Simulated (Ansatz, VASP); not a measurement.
# Two plane-wave programs on AlNi

File INCAR:

```
SYSTEM = AlNi
  ALGO = Fast
  EDIFF = 1E-6
  ENCUT = 520
  GGA = PS
  ISIF = 2
  ISMEAR = 0
  LASPH = .True.
  LCHARG = .False.
  LREAL = .False.
  LWAVE = .False.
  NBANDS = 14
  NELM = 80
  PREC = Accurate
  SIGMA = 0.15
```

KPOINTS

```
k-points
0
Gamma
  20 20 20
  0 0 0
```

Contents of POSCAR:

```
AlNi
1.0
    2.8621655516      0.0000000000      0.0143108278
    0.0000000000      2.8621655516      0.0000000000
    0.0143108278      0.0000000000      2.8621655516
Al Ni
1 1
Direct
    0.0000000000      0.0000000000      0.0000000000
    0.5000000000      0.5000000000      0.5000000000
```

Input for Ansatz:

```yaml
crystal:
  lattice:
    - [2.8621655516, 0.0, 0.0143108278]
    - [0.0, 2.8621655516, 0.0]
    - [0.0143108278, 0.0, 2.8621655516]
  atoms:
    - { symbol: Al, position: [0.0, 0.0, 0.0] }
    - { symbol: Ni, position: [0.5, 0.5, 0.5] }
basis:
  ecutwfc: 420
kpoints:
  mp_grid: { grid: [20, 20, 20] }
hamiltonian:
  xc: pbesol
scf:
  occupations: { method: gaussian, width: 0.15 }
output:
  forces: true
  stress: true
  eigenvalues: true
  write_density: true
  write_potential: true
  elf: true
  volumetric_format: npy
```

Change from the starting cell: strain +0.0100 x Voigt [0, 0, 0, 0, 1, 0], atoms carried along.

Alike in both runs: task single point; functional PBEsol; k mesh 20 × 20 × 20; occupations gaussian, width 0.15 eV; no spin polarisation.

```csv
,VASP,Ansatz
version,VASP 6.6.1,Ansatz 0.2.0
potentials or method,"VASP PAW PBE potentials, release 64 (Al, Ni), cutoff 520 eV","scalar-relativistic, plane waves, PAW"
valence electrons in the cell,13,21
```

```csv
,VASP,Ansatz,Ansatz less VASP
gap on the k mesh at the Fermi level (eV),none,none,-
pressure (GPa),-0.1,0.0,+0.15
"traceless stress, the component that is largest in VASP (GPa)",-1.27,-1.27,-0.003
```

VASP's potentials were made for PBE, not for PBEsol. A gap of «none» marks a metal or a gap that the smearing closes. VASP's potentials hold 13 valence electrons a cell and Ansatz's 21, so a difference there can come from the potentials and not from the codes.
